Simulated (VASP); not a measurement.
# Pt (Im-3m) in VASP: further runs, part 2 of 3

VASP 6.6.1. Earlier steps stand in the parts before.

### 3 Single point, PBEsol (volume scaled by 1.04)

INCAR reads:

```
SYSTEM = Pt
PREC     = Accurate       ! precision mode
ENCUT    = 520            ! plane-wave cutoff, eV
EDIFF    = 1E-7           ! SCF threshold, eV
ISMEAR   = -1             ! smearing method
SIGMA    = 0.1            ! smearing width, eV
LREAL    = .FALSE.        ! projectors in reciprocal space
LASPH    = .TRUE.         ! aspherical terms in the spheres
NELM     = 80             ! most SCF steps
ALGO     = Normal         ! electronic algorithm
ISIF     = 2              ! what is computed and relaxed
LWAVE    = .FALSE.        ! write WAVECAR
LCHARG   = .FALSE.        ! write CHGCAR
GGA      = PS             ! functional
NBANDS   = 11             ! bands
```

KPOINTS reads:

```
Automatic mesh
0
G
  16 16 16
  0 0 0
```

POSCAR reads:

```
Pt
1.0
   -1.5819450886      1.5819450886      1.5819450886
    1.5819450886     -1.5819450886      1.5819450886
    1.5819450886      1.5819450886     -1.5819450886
Pt
1
Direct
    0.0000000000      0.0000000000      0.0000000000
```

Potentials or basis: VASP PAW PBE potentials, release 64 (Pt).

The run is started by

```bash
$ cat potpaw_PBE.64/Pt/POTCAR > POTCAR
$ mpirun -np 1 vasp_std > vasp.out
```

OUTCAR:

```text
SYSTEM = Pt
   PREC = Accurate
   ENCUT = 520
   EDIFF = 1E-7
   ISMEAR = -1
   LREAL = .FALSE.
   LASPH = .TRUE.
   NELM = 80
   ISIF = 2
   GGA = PS

 ion  position               nearest neighbor table
   1  0.000  0.000  0.000-

  LATTYP: Found a body centered cubic cell.
 ALAT       =     3.1638901772

  Lattice vectors:

 A1 = (  -1.5819450886,   1.5819450886,   1.5819450886)
 A2 = (   1.5819450886,  -1.5819450886,   1.5819450886)
 A3 = (   1.5819450886,   1.5819450886,  -1.5819450886)

Analysis of symmetry for initial positions (statically):
=====================================================================
 Subroutine PRICEL returns:
 Original cell was already a primitive cell.

 Routine SETGRP: Setting up the symmetry group for a
 body centered cubic supercell.

 Subroutine GETGRP returns: Found 48 space group operations
 (whereof 48 operations were pure point group operations)
 out of a pool of 48 trial point group operations.

The static configuration has the point symmetry O_h .

Analysis of symmetry for dynamics (positions and initial velocities):
=====================================================================
 Subroutine PRICEL returns:
 Original cell was already a primitive cell.

 Routine SETGRP: Setting up the symmetry group for a
 body centered cubic supercell.

 Subroutine GETGRP returns: Found 48 space group operations
 (whereof 48 operations were pure point group operations)
 out of a pool of 48 trial point group operations.

The dynamic configuration has the point symmetry O_h .

 Subroutine INISYM returns: Found 48 space group operations
 (whereof 48 operations are pure point group operations),
 and found     1 'primitive' translations

----------------------------------------------------------------------------------------

                                     Primitive cell

  volume of cell :      15.8356

  direct lattice vectors                    reciprocal lattice vectors
    -1.581945089  1.581945089  1.581945089     0.000000000  0.316066596  0.316066596
     1.581945089 -1.581945089  1.581945089     0.316066596  0.000000000  0.316066596
     1.581945089  1.581945089 -1.581945089     0.316066596  0.316066596  0.000000000

  length of vectors
     2.740009268  2.740009268  2.740009268     0.446985667  0.446985667  0.446985667

  position of ions in fractional coordinates (direct lattice)
     0.000000000  0.000000000  0.000000000

  ion indices of the primitive-cell ions
   primitive index   ion index
                 1           1

----------------------------------------------------------------------------------------

 KPOINTS: Automatic mesh

Automatic generation of k-mesh.
 Grid dimensions read from file:
 generate k-points for:   16   16   16

 Generating k-lattice:

  Cartesian coordinates                     Fractional coordinates (reciprocal lattice)
     0.000000000  0.019754162  0.019754162     0.062500000  0.000000000  0.000000000
     0.019754162  0.000000000  0.019754162     0.000000000  0.062500000  0.000000000
     0.019754162  0.019754162  0.000000000     0.000000000  0.000000000  0.062500000

  Length of vectors
     0.027936604  0.027936604  0.027936604

  Shift w.r.t. Gamma in fractional coordinates (k-lattice)
     0.000000000  0.000000000  0.000000000

 Subroutine IBZKPT returns following result:
 ===========================================

 Found    145 irreducible k-points:

 Following reciprocal coordinates:
            Coordinates               Weight
  0.000000  0.000000  0.000000      1.000000
  0.062500  0.000000  0.000000     12.000000
  0.125000  0.000000  0.000000     12.000000
  0.187500  0.000000  0.000000     12.000000
  0.250000  0.000000  0.000000     12.000000
  0.312500  0.000000  0.000000     12.000000
[... 16 lines left out ...]
  0.187500  0.187500  0.000000     24.000000
  0.250000  0.187500  0.000000     48.000000
 [... further k-points ...]
   k-points           NKPTS =    145   k-points in BZ     NKDIM =    145   number of bands    NBANDS=     11
   number of dos      NEDOS =    301   number of ions     NIONS =      1
   total plane-waves  NPLWV =   8000
   dimension x,y,z NGX =    20 NGY =   20 NGZ =   20
   dimension x,y,z NGXF=    40 NGYF=   40 NGZF=   40
   ions per type =               1
   NGX,Y,Z   is equivalent  to a cutoff of  12.13, 12.13, 12.13 a.u.
   NGXF,Y,Z  is equivalent  to a cutoff of  24.27, 24.27, 24.27 a.u.
 SYSTEM =  Pt
   PREC   = accura    normal or accurate (medium, high low for compatibility)
   ISTART =      0    job   : 0-new  1-cont  2-samecut
   ICHARG =      2    charge: 1-file 2-atom 10-const
   ISPIN  =      1    spin polarized calculation?
   LNONCOLLINEAR =      F non collinear calculations
   LSORBIT =      F    spin-orbit coupling
   LASPH  =      T    aspherical Exc in radial PAW
   ENCUT  =  520.0 eV  38.22 Ry    6.18 a.u.   5.09  5.09  5.09*2*pi/ulx,y,z
   NELM   =     80;   NELMIN=  2; NELMDL= -5     # of ELM steps
   EDIFF  = 0.1E-06   stopping-criterion for ELM
   LREAL  =      F    real-space projection
   EDIFFG = 0.1E-05   stopping-criterion for IOM
   NSW    =      0    number of steps for IOM
   IBRION =     -1    ionic relax: 0-MD 1-quasi-New 2-CG
   NFREE  =      0    steps in history (QN), initial steepest desc. (CG)
   ISIF   =      2    stress and relaxation
   ISYM   =      2    0-nonsym 1-usesym 2-fastsym
   POTIM  = 0.5000    time-step for ionic-motion
   TEBEG  =    0.0;   TEEND  =   0.0 temperature during run
   PSTRESS=    0.0 pullay stress
   NELECT =      10.0000    total number of electrons
   NUPDOWN=      -1.0000    fix difference up-down
   EMIN   =  10.00;   EMAX   =-10.00  energy-range for DOS
   EFERMI =   0.00;   METHOD = LEGACY
   ISMEAR =    -1;   SIGMA  =   0.10  broadening in eV -4-tet -1-fermi 0-gaus
   EFERMI_NEDOS =   21; number of points for ismear=-14 and -15
   IALGO  =     38    algorithm
   IMIX   =      4    mixing-type and parameters
     AMIX     =   0.40;   BMIX     =  1.00
     AMIX_MAG =   1.60;   BMIX_MAG =  1.00
  volume/ion in A,a.u.               =      15.84       106.86
  Fermi-wavevector in a.u.,A,eV,Ry     =   1.404527  2.654171 26.840160  1.972696
  Thomas-Fermi vector in A             =   2.527080
   LORBIT       =      0    0 simple, 1 ext, 2 COOP (PROOUT), +10 PAW based schemes
   GGA     = PS    functional components
   LHFCALC =     F    Hartree Fock is set to
   AEXX    =    0.0000 exact exchange contribution
   IVDW    =     0    specifies the selected vdW correction
   LEPSILON=     F    determine dielectric tensor
   LRPA    =     F    only Hartree local field effects (RPA)
 non-spin polarized calculation
  energy-cutoff  :      520.00
  volume of cell :       15.84
 maximum number of plane-waves:       438
   NGX = 11   NGY = 11   NGZ = 11

 number of electron      10.0000000 magnetization

 Free energy of the ion-electron system (eV)
  ---------------------------------------------------
  ext. energy  EPLUGINS =         0.00000000
  ---------------------------------------------------
  free energy    TOTEN  =        -6.84195122 eV

  energy without entropy =       -6.80191664  energy(sigma->0) =       -6.82193393

 E-fermi :  10.0028     XC(G=0): -13.3337

 val. band max:        9.9903733647   @ k =  -0.4375   0.4375   0.4375
 cond. band min:      10.0068870879   @ k =   0.2500   0.0625   0.0625
 fundamental gap:      0.0165137232
 Fermi energy:        10.0027735012

 k-point     1 :       0.0000    0.0000    0.0000
  band No.  band energies     occupation
      1       0.4378      2.00000
      2       6.5046      2.00000
      3       6.5047      2.00000
      4       6.5047      2.00000
      5       9.0080      1.99990
      6       9.0080      1.99990
      7      27.0636      0.00000
      8      27.0636      0.00000
      9      27.0636      0.00000
     10      37.0426      0.00000
     11      37.0426      0.00000

 k-point     2 :       0.0625    0.0000    0.0000
  band No.  band energies     occupation
      1       0.5966      2.00000
      2       6.4423      2.00000
      3       6.5046      2.00000
      4       6.6317      2.00000
      5       8.9269      1.99996
      6       9.0121      1.99990
      7      27.1379      0.00000
      8      27.1896      0.00000
      9      27.2967      0.00000
     10      34.9292      0.00000
     11      35.4563      0.00000
[... 295 lines left out ...]
 k-point    24 :       0.2500    0.1875    0.0000
  band No.  band energies     occupation
      1       4.0983      2.00000
      2       5.5670      2.00000
      3       6.2800      2.00000
      4       8.5440      2.00000
      5       9.3670      1.99654
      6      11.3083      0.00000
      7      20.2090      0.00000
      8      23.2812      0.00000
      9      26.3827      0.00000
     10      30.8838      0.00000
     11      34.9629      0.00000

 [... further k-points ...]
[... 5 lines left out ...]
  --------------------------------------------------------------------------------------
  -------------------------------------------------------------------------------------
  Total       -0.9938547     -0.9938547     -0.9938547     -0.0000000     -0.0000000      0.0000000
  in kB     -100.5539799   -100.5539799   -100.5539799     -0.0000000     -0.0000000      0.0000000
  external PRESSURE =    -100.5539799 kB  Pullay stress =       0.0000000 kB

 VOLUME and BASIS-vectors are now :
 -----------------------------------------------------------------------------
  energy-cutoff  :      520.00
  volume of cell :       15.84
      direct lattice vectors                 reciprocal lattice vectors
    -1.581945089  1.581945089  1.581945089     0.000000000  0.316066596  0.316066596
     1.581945089 -1.581945089  1.581945089     0.316066596  0.000000000  0.316066596
     1.581945089  1.581945089 -1.581945089     0.316066596  0.316066596  0.000000000

 POSITION                                       TOTAL-FORCE (eV/Angst)
 -----------------------------------------------------------------------------------
      0.00000      0.00000      0.00000        -0.000000      0.000000      0.000000
 -----------------------------------------------------------------------------------
    total drift:                               -0.000000     -0.000000      0.000000

  FREE ENERGIE OF THE ION-ELECTRON SYSTEM (eV)
  ---------------------------------------------------
  free  energy   TOTEN  =        -6.8419512237 eV

  energy  without entropy=       -6.8019166445  energy(sigma->0) =       -6.82193393
```

Wall time 7.6 s (1 thread of AMD EPYC 9R45 (Zen 5), shared host); peak memory 0.11 GiB.

Results:

| Item | Value |
| --- | --- |
| Free energy | -6.8420 eV |
| Pressure | -10.1 GPa |
| Band gap on the k mesh | zero (band 5 reaches 11.01 eV, above the bottom of band 6 at 8.87 eV) |

Caveat: the PAW data sets were made with another functional, which shifts forces and pressure a little; spin-orbit coupling is left out, which moves the levels of the heavy elements.

### 4 Single point, PBEsol (volume scaled by 1.08)

INCAR reads:

```
SYSTEM = Pt
ALGO = Normal
EDIFF = 1E-7
ENCUT = 520
GGA = PS
ISIF = 2
ISMEAR = -1
LASPH = .TRUE.
LCHARG = .FALSE.
LREAL = .FALSE.
LWAVE = .FALSE.
NBANDS = 11
NELM = 100
PREC = Accurate
SIGMA = 0.1
```

KPOINTS reads:

```
k-points
0
G
  16 16 16
  0 0 0
```

POSCAR reads:

```
Pt
1.0
   -1.6019718360      1.6019718360      1.6019718360
    1.6019718360     -1.6019718360      1.6019718360
    1.6019718360      1.6019718360     -1.6019718360
Pt
1
Direct
    0.0000000000      0.0000000000      0.0000000000
```

The run is started by

```bash
$ cat potpaw_PBE.64/Pt/POTCAR > POTCAR
$ mpirun -np 1 vasp_std > vasp.out
```

It took 10 s on 1 thread of AMD EPYC 9R45 (Zen 5), shared host; peak memory 0.13 GiB.

The run converged. Its results:

| Item | Value |
| --- | --- |
| Free energy | -6.7894 eV |
| Pressure | -17.5 GPa |
| Band gap on the k mesh | zero (band 5 reaches 10.28 eV, above the bottom of band 6 at 8.28 eV) |

Levels at points of the mesh, in eV from the Fermi level:
```tsv
k point	band 2	band 3	band 4	band 5	band 6	band 7	band 8	band 9
(0.00, 0.00, 0.00)	-3.30	-3.30	-3.30	-0.93	-0.93	17.06	17.06	17.06
(0.50, 0.00, 0.00)	-4.64	-1.12	-0.64	0.31	0.95	5.91	13.19	15.44
(0.50, 0.50, 0.50)	-5.72	0.46	0.46	0.46	7.50	7.50	7.50	12.12
```

Caveat: the PAW data sets were made with another functional, which shifts forces and pressure a little; spin-orbit coupling is left out, which moves the levels of the heavy elements.

[end of part 2 of 3]
